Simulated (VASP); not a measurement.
# C (Fd-3m) in VASP: a series of runs, part 2 of 3

VASP 6.6.1.

## 4. Vibrations by perturbation theory, LDA

This run uses another cell than the first one, of 5.43 Å³/atom, 0.990 times its volume.

Contents of INCAR:

```
PREC = Accurate ; ENCUT = 520
EDIFF = 1E-8 ; ISMEAR = 0
SIGMA = 0.01 ; LREAL = False
LASPH = True ; NELM = 80
ALGO = Normal ; ISIF = 2
LWAVE = False ; LCHARG = True
GGA = CA ; NBANDS = 11
IBRION = 8 ; NSW = 1
```

Contents of KPOINTS:

```
regular mesh
0
Gamma
  12 12 12
```

Contents of POSCAR:

```
C
1.0
    1.7573019834      1.7573019834      0.0000000000
   -1.7573019834      1.7573019834      0.0000000000
    0.0000000000      1.7573019834      1.7573019834
C
2
Direct
    0.5000000000      0.5000000000      0.0000000000
    0.7500000000      0.2500000000      0.5000000000
```

Potentials or basis: VASP PAW LDA potentials, release 64 (C).

Run with:

```bash
$ cat potpaw_LDA.64/C/POTCAR > POTCAR
$ mpirun -np 1 vasp_std > vasp.out
```

OUTCAR:

```text
PREC = Accurate
   ENCUT = 520
   EDIFF = 1E-8
   ISMEAR = 0
   LREAL = False
   LASPH = True
   NELM = 80
   ISIF = 2
   GGA = CA
   IBRION = 8
   NSW = 1

 ion  position               nearest neighbor table
   1  0.500  0.500  0.000-   2 1.52   2 1.52   2 1.52   2 1.52
   2  0.750  0.250  0.500-   1 1.52   1 1.52   1 1.52   1 1.52

  LATTYP: Found a face centered cubic cell.
 ALAT       =     3.5146039668

  Lattice vectors:

[... 586 lines left out ...]
 ------------------------------------
               1X          1Y          1Z          2X          2Y          2Z
  1X   -39.966330    0.000000    0.000000   39.966330    0.000000    0.000000
  1Y     0.000000  -39.966330    0.000000    0.000000   39.966330    0.000000
  1Z     0.000000    0.000000  -39.966330    0.000000    0.000000   39.966330
  2X    39.966330    0.000000    0.000000  -39.966330    0.000000    0.000000
  2Y     0.000000   39.966330    0.000000    0.000000  -39.966330    0.000000
  2Z     0.000000    0.000000   39.966330    0.000000    0.000000  -39.966330

 Eigenvectors and eigenvalues of the dynamical matrix
 ----------------------------------------------------

   1 f  =   40.329540 THz   253.397976 2PiTHz 1345.248666 cm-1   166.789502 meV
             X         Y         Z           dx          dy          dz
      0.000000  1.757302  0.000000     0.000000   -0.707107    0.000000
      0.878651  2.635953  0.878651     0.000000    0.707107    0.000000
[... 21 lines left out ...]
   6 f  =    0.000000 THz     0.000000 2PiTHz    0.000000 cm-1     0.000000 meV
             X         Y         Z           dx          dy          dz
      0.000000  1.757302  0.000000     0.000000    0.000000    0.707107
      0.878651  2.635953  0.878651     0.000000    0.000000    0.707107

--------------------------------------------------------------------------------------------------------

 ELASTIC MODULI CONTR FROM IONIC RELAXATION (kBar)
 Direction    XX          YY          ZZ          XY          YZ          ZX
 --------------------------------------------------------------------------------
 XX          -0.0000      0.0000     -0.0000     -0.0000      0.0000     -0.0000
 YY           0.0000     -0.0000      0.0000      0.0000     -0.0000      0.0000
 ZZ          -0.0000      0.0000     -0.0000      0.0000      0.0000      0.0000
 XY          -0.0000      0.0000      0.0000    -97.0473      0.0000      0.0000
 YZ           0.0000     -0.0000      0.0000      0.0000    -97.0473      0.0000
 ZX          -0.0000      0.0000      0.0000      0.0000      0.0000    -97.0473
 --------------------------------------------------------------------------------
```

It took 37 s on 1 thread of Intel Xeon Platinum 8375C at 2.90GHz (Ice Lake), shared host; peak memory 0.16 GiB.

Results:

| Property | Result |
| --- | --- |
| Highest phonon frequency at Γ | 1345 cm⁻¹ |

Phonon frequencies in cm⁻¹ (negative: imaginary):
```
              q point           frequencies
(0.000, 0.000, 0.000)  0 0 0 1345 1345 1345
```

Caveat: the cell wasn't relaxed at this level first, which shifts response properties.

## 5. Vibrations by perturbation theory, LDA

This run uses another cell than the first one, of 5.39 Å³/atom, 0.984 times its volume.

Contents of INCAR:

```
SYSTEM = C
PREC     = Accurate       ! precision mode
ENCUT    = 520            ! plane-wave cutoff, eV
EDIFF    = 1E-8           ! SCF threshold, eV
ISMEAR   = 0              ! smearing method
SIGMA    = 0.01           ! smearing width, eV
LREAL    = .False.        ! projectors in reciprocal space
LASPH    = .True.         ! aspherical terms in the spheres
NELM     = 100            ! most SCF steps
ALGO     = Normal         ! electronic algorithm
ISIF     = 2              ! what is computed and relaxed
LWAVE    = .False.        ! write WAVECAR
LCHARG   = .False.        ! write CHGCAR
IBRION   = 8              ! ionic algorithm
NSW      = 1              ! ionic steps
```

Contents of KPOINTS:

```
Automatic mesh
0
Gamma
  12 12 12
  0 0 0
```

Contents of POSCAR:

```
C
1.0
    1.7537815652      1.7537815652      0.0000000000
   -1.7537815652      1.7537815652      0.0000000000
    0.0000000000      1.7537815652      1.7537815652
C
2
Direct
    0.5000000000      0.5000000000      0.0000000000
    0.7500000000      0.2500000000      0.5000000000
```

Potentials or basis: VASP PAW LDA potentials, release 64 (C).

Run with:

```bash
$ cat potpaw_LDA.64/C/POTCAR > POTCAR
$ mpirun -np 1 vasp_std > vasp.out
```

OUTCAR:

```text
SYSTEM = C
   PREC = Accurate
   ENCUT = 520
   EDIFF = 1E-8
   ISMEAR = 0
   LREAL = .False.
   LASPH = .True.
   NELM = 100
   ISIF = 2
   IBRION = 8
   NSW = 1

 ion  position               nearest neighbor table
   1  0.500  0.500  0.000-   2 1.52   2 1.52   2 1.52   2 1.52
   2  0.750  0.250  0.500-   1 1.52   1 1.52   1 1.52   1 1.52

  LATTYP: Found a face centered cubic cell.
 ALAT       =     3.5075631304

  Lattice vectors:

 A1 = (   0.0000000000,   1.7537815652,   1.7537815652)
 A2 = (   1.7537815652,   0.0000000000,   1.7537815652)
 A3 = (   1.7537815652,   1.7537815652,   0.0000000000)

Analysis of symmetry for initial positions (statically):
=====================================================================
 Subroutine PRICEL returns:
 Original cell was already a primitive cell.

 Routine SETGRP: Setting up the symmetry group for a
 face centered cubic supercell.

 Subroutine GETGRP returns: Found 48 space group operations
 (whereof 24 operations were pure point group operations)
 out of a pool of 48 trial point group operations.

The static configuration has the point symmetry T_d .
 The point group associated with its full space group is O_h .

Analysis of symmetry for dynamics (positions and initial velocities):
=====================================================================
 Subroutine PRICEL returns:
 Original cell was already a primitive cell.

 Routine SETGRP: Setting up the symmetry group for a
 face centered cubic supercell.

 Subroutine GETGRP returns: Found 48 space group operations
 (whereof 24 operations were pure point group operations)
 out of a pool of 48 trial point group operations.

The dynamic configuration has the point symmetry T_d .
 The point group associated with its full space group is O_h .

 Subroutine INISYM returns: Found 48 space group operations
 (whereof 24 operations are pure point group operations),
 and found     1 'primitive' translations

----------------------------------------------------------------------------------------

                                     Primitive cell

  volume of cell :      10.7884

  direct lattice vectors                    reciprocal lattice vectors
     1.753781565  1.753781565  0.000000000     0.285098219  0.285098219 -0.285098219
    -1.753781565  1.753781565  0.000000000    -0.285098219  0.285098219 -0.285098219
     0.000000000  1.753781565  1.753781565     0.000000000  0.000000000  0.570196437

  length of vectors
     2.480221675  2.480221675  2.480221675     0.493804600  0.493804600  0.570196437

  position of ions in fractional coordinates (direct lattice)
     0.500000000  0.500000000  0.000000000
     0.750000000  0.250000000  0.500000000

  ion indices of the primitive-cell ions
   primitive index   ion index
                 1           1
                 2           2

----------------------------------------------------------------------------------------

[... 125 lines left out ...]

 k-point     1 :       0.0000    0.0000    0.0000
  band No.  band energies     occupation
      1     -11.5268      2.00000
      2      10.4720      2.00000
      3      10.4720      2.00000
      4      10.4720      2.00000
      5      16.1568      0.00000
      6      16.1568      0.00000
      7      16.1568      0.00000
      8      25.1935      0.00000
[... 243 lines left out ...]
 k-point    24 :      -0.4167    0.1667    0.0000
  band No.  band energies     occupation
      1      -7.1971      2.00000
      2       0.4285      2.00000
      3       6.0981      2.00000
      4       6.2242      2.00000
      5      17.2868      0.00000
      6      21.7543      0.00000
      7      22.1873      0.00000
      8      23.4875      0.00000

 [... further k-points ...]
[... 5 lines left out ...]
  --------------------------------------------------------------------------------------
  -------------------------------------------------------------------------------------
  Total        0.7896667      0.7896667      0.7896667      0.0000000      0.0000000     -0.0000000
  in kB      117.2729698    117.2729698    117.2729698      0.0000000      0.0000000     -0.0000000
  external PRESSURE =     117.2729698 kB  Pullay stress =       0.0000000 kB

 VOLUME and BASIS-vectors are now :
 -----------------------------------------------------------------------------
  energy-cutoff  :      520.00
  volume of cell :       10.79
      direct lattice vectors                 reciprocal lattice vectors
     1.753781565  1.753781565  0.000000000     0.285098219  0.285098219 -0.285098219
    -1.753781565  1.753781565  0.000000000    -0.285098219  0.285098219 -0.285098219
     0.000000000  1.753781565  1.753781565     0.000000000  0.000000000  0.570196437

 POSITION                                       TOTAL-FORCE (eV/Angst)
 -----------------------------------------------------------------------------------
      0.00000      1.75378      0.00000        -0.000000     -0.000000     -0.000000
      0.87689      2.63067      0.87689         0.000000      0.000000      0.000000
 -----------------------------------------------------------------------------------
    total drift:                                0.000000     -0.000000     -0.000000

  FREE ENERGIE OF THE ION-ELECTRON SYSTEM (eV)
  ---------------------------------------------------
  free  energy   TOTEN  =       -20.2355247945 eV

  energy  without entropy=      -20.2355247945  energy(sigma->0) =      -20.23552479

[... ionic steps 2 to 3 ...]

--------------------------------------- Ionic step        4  -------------------------------------------

 Free energy of the ion-electron system (eV)
  ---------------------------------------------------
  ---------------------------------------------------
  free energy    TOTEN  =        -0.11192881 eV

  energy without entropy =       -0.11192881

------------------------ aborting loop because EDIFF is reached ----------------------------------------

 INTERNAL STRAIN TENSOR  FOR ION    1  DIRECTION 1   (eV/Angst):
 -----------------------------------------------------------------------------
     0.01670  0.00000 -0.00000
     0.00000 -0.00938  5.47974
     0.00000  5.47974 -0.00938

 INTERNAL STRAIN TENSOR FOR ION    2 for displacements in x,y,z  (eV/Angst):
          X           Y           Z          XY          YZ          ZX
  --------------------------------------------------------------------------------
  x     0.00000     0.00000     0.00000     0.00000    -5.47974     0.00000
  y    -0.00000     0.00000    -0.00000     0.00000     0.00000    -5.47974
  z     0.00000     0.00000     0.00000    -5.47974     0.00000    -0.00000

 SECOND DERIVATIVES (NOT SYMMETRIZED)
 ------------------------------------
               1X          1Y          1Z          2X          2Y          2Z
  1X   -40.451416    0.000000    0.000000   40.451416    0.000000    0.000000
  1Y     0.000000  -40.451416    0.000000    0.000000   40.451416    0.000000
  1Z     0.000000    0.000000  -40.451416    0.000000    0.000000   40.451416
  2X    40.451416    0.000000    0.000000  -40.451416    0.000000    0.000000
  2Y     0.000000   40.451416    0.000000    0.000000  -40.451416    0.000000
  2Z     0.000000    0.000000   40.451416    0.000000    0.000000  -40.451416

 Eigenvectors and eigenvalues of the dynamical matrix
 ----------------------------------------------------

   1 f  =   40.573550 THz   254.931131 2PiTHz 1353.387939 cm-1   167.798643 meV
             X         Y         Z           dx          dy          dz
      0.000000  1.753782  0.000000     0.707107    0.000000    0.000000
      0.876891  2.630672  0.876891    -0.707107    0.000000    0.000000
[... 16 lines left out ...]
   5 f  =    0.000000 THz     0.000000 2PiTHz    0.000000 cm-1     0.000000 meV
             X         Y         Z           dx          dy          dz
      0.000000  1.753782  0.000000     0.707107    0.000000    0.000000
      0.876891  2.630672  0.876891     0.707107    0.000000    0.000000

   6 f/i=    0.000001 THz     0.000004 2PiTHz    0.000020 cm-1     0.000002 meV
             X         Y         Z           dx          dy          dz
      0.000000  1.753782  0.000000     0.000000    0.151393    0.690710
      0.876891  2.630672  0.876891     0.000000    0.151393    0.690710

--------------------------------------------------------------------------------------------------------

 ELASTIC MODULI CONTR FROM IONIC RELAXATION (kBar)
 Direction    XX          YY          ZZ          XY          YZ          ZX
 --------------------------------------------------------------------------------
 XX          -0.0000     -0.0000     -0.0000      0.0000     -0.0000     -0.0000
 YY          -0.0000     -0.0000     -0.0000      0.0000      0.0000     -0.0000
 ZZ          -0.0000     -0.0000     -0.0000      0.0000      0.0000     -0.0000
 XY           0.0000      0.0000      0.0000   -110.2403      0.0000      0.0000
 YZ          -0.0000      0.0000      0.0000      0.0000   -110.2403      0.0000
 ZX          -0.0000     -0.0000     -0.0000      0.0000      0.0000   -110.2403
 --------------------------------------------------------------------------------
```

Wall time 30 s (1 thread of Intel Xeon Platinum 8375C at 2.90GHz (Ice Lake), shared host); peak memory 0.15 GiB.

What came out:

| Quantity | Value |
| --- | --- |
| Highest phonon frequency at Γ | 1353 cm⁻¹ |

Phonon frequencies in cm⁻¹ (negative: imaginary):
| q point | frequencies |
| --- | --- |
| (0.000, 0.000, 0.000) | 0 0 0 1353 1353 1353 |

Caveat: the cell wasn't relaxed at this level first, which shifts response properties.

[end of part 2 of 3]
